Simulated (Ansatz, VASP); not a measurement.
**One calculation of Sn, two programs**

INCAR

```
  PREC = Accurate
  ENCUT = 600
  EDIFF = 1E-6
  ISMEAR = 0
  SIGMA = 0.1
  LREAL = F
  LASPH = T
  NELM = 80
  ALGO = Fast
  ISIF = 3
  LWAVE = F
  LCHARG = F
  GGA = PS
  IBRION = 2
  NSW = 100
  EDIFFG = -0.002
```

File KPOINTS:

```
Automatic mesh
0
Gamma
  12 12 12
```

The input POSCAR:

```
Sn
1.0
    0.0000000000      3.2849870000      3.2849870000
    3.2849870000      0.0000000000      3.2849870000
    3.2849870000      3.2849870000      0.0000000000
Sn
2
Direct
    0.5000000000      0.5000000000      0.5000000000
    0.7500000000      0.7500000000      0.7500000000
```

Input for Ansatz:

```yaml
crystal:
  lattice:
    - [0.0, 3.284987, 3.284987]
    - [3.284987, 0.0, 3.284987]
    - [3.284987, 3.284987, 0.0]
  atoms:
    - { symbol: Sn, position: [0.5, 0.5, 0.5] }
    - { symbol: Sn, position: [0.75, 0.75, 0.75] }
basis:
  ecutwfc: 420
kpoints:
  mp_grid: { grid: [12, 12, 12] }
hamiltonian:
  xc: pbesol
  pseudopotentials: { kind: paw, azcp: { folder: soft_1 } }
scf:
  occupations: { method: gaussian, width: 0.1 }
output:
  forces: true
  stress: true
  eigenvalues: true
relax:
  adjacent_minimum: "off"
  f_tol: 0.002
  max_steps: 80
  cell: { stress_tol: 0.02 }
```

Alike in both runs: task relaxation of cell and atoms; functional PBEsol; k mesh 12 × 12 × 12; occupations gaussian, width 0.1 eV; no spin polarisation.

|  | VASP | Ansatz |
| --- | --- | --- |
| version | VASP 6.6.1 | Ansatz 0.2.0 |
| potentials or method | VASP PAW PBE potentials, release 64 (Sn_d), cutoff 600 eV | scalar-relativistic, plane waves, PAW |
| valence electrons in the cell | 28 | 28 |

|  | VASP | Ansatz | Ansatz less VASP |
| --- | --- | --- | --- |
| gap on the k mesh at the Fermi level, each at its own relaxed structure (eV) | none | none | - |
| relaxed volume (Å³/atom) | 34.97 | 34.98 | +0.018 |
| relaxed cell length with the largest relative difference (Å) | 4.624 | 4.625 | +0.0008 |

VASP's potentials were made for PBE, not for PBEsol, and Ansatz warns of the same on its side. A gap of «none» marks a metal or a gap that the smearing closes.
